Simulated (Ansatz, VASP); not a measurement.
Cr: VASP beside Ansatz

File POSCAR:

```
Cr
1.0
    4.0903593276      0.0000000000      0.0000000000
   -2.0451796638      3.5423550883      0.0000000000
    0.0000000000      0.0000000000      2.2070381233
Cr
3
Direct
    0.0000000000      1.0000000000      0.0000000000
    0.3333333333      0.6666666667      0.5000000000
    0.6666666667      0.3333333333      0.5000000000
```

Contents of INCAR.step1:

```
SYSTEM = Cr
ALGO = Normal
EDIFF = 1E-5
ENCUT = 770
GGA = PE
GGA_COMPAT = .False.
ISMEAR = -1
LASPH = .True.
LCHARG = .False.
LREAL = .False.
LWAVE = .True.
NBANDS = 28
NELM = 120
PREC = Accurate
SIGMA = 0.1
```

The input INCAR.step2:

```
SYSTEM = Cr
ALGO = Normal
EDIFF = 1E-6
ENCUT = 770
GGA_COMPAT = .False.
ISIF = 2
ISMEAR = -1
ISTART = 1
LASPH = .True.
LCHARG = .False.
LMIXTAU = .True.
LREAL = .False.
LWAVE = .False.
METAGGA = R2SCAN
NBANDS = 28
NELM = 120
PREC = Accurate
SIGMA = 0.1
```

The input KPOINTS:

```
k-points
0
Gamma
  10 10 15
  0 0 0
```

Input for Ansatz:

```yaml
crystal:
  lattice:
    - [4.0903593276, 0.0, 0.0]
    - [-2.0451796638, 3.5423550883, 0.0]
    - [0.0, 0.0, 2.2070381233]
  atoms:
    - { symbol: Cr, position: [0.0, 1.0, 0.0] }
    - { symbol: Cr, position: [0.3333333333, 0.6666666667, 0.5] }
    - { symbol: Cr, position: [0.6666666667, 0.3333333333, 0.5] }
hamiltonian:
  xc: r2scan
  pseudopotentials:
    kind: paw
    azcp:
      Cr: "pseudopotentials/Cr.paw.azcp"
basis:
  ecutwfc: 500
  fft_grid_basis: typed
kpoints:
  mp_grid: { grid: [10, 10, 15], shift: [0, 0, 0] }
magnetization:
  spin_polarized: false
scf:
  occupations: { method: fermi_dirac, width: 0.1 }
  lower_state_search: "off"
output:
  stress: true
```

Alike in both runs: task single point; functional r2SCAN; k mesh 10 × 10 × 15; occupations fermi-dirac, width 0.1 eV; no spin polarisation.

```csv
,VASP,Ansatz
version,VASP 6.6.1,Ansatz 0.2.0
potentials or method,"VASP PAW PBE potentials, release 64 (Cr_sv), cutoff 770 eV","plane waves (500 eV) with PAW, scalar-relativistic"
valence electrons in the cell,42,42
```

Ansatz gave:

| Item | Value |
| --- | --- |
| pressure (GPa) | 25.4 |
| traceless stress, the component that is largest in VASP (GPa) | 1.53 |

Estimate VASP's values.

pressure (GPa): 24.5; traceless stress, the component that is largest in VASP (GPa): 1.54.

VASP's potentials were made for PBE, not for r2SCAN.
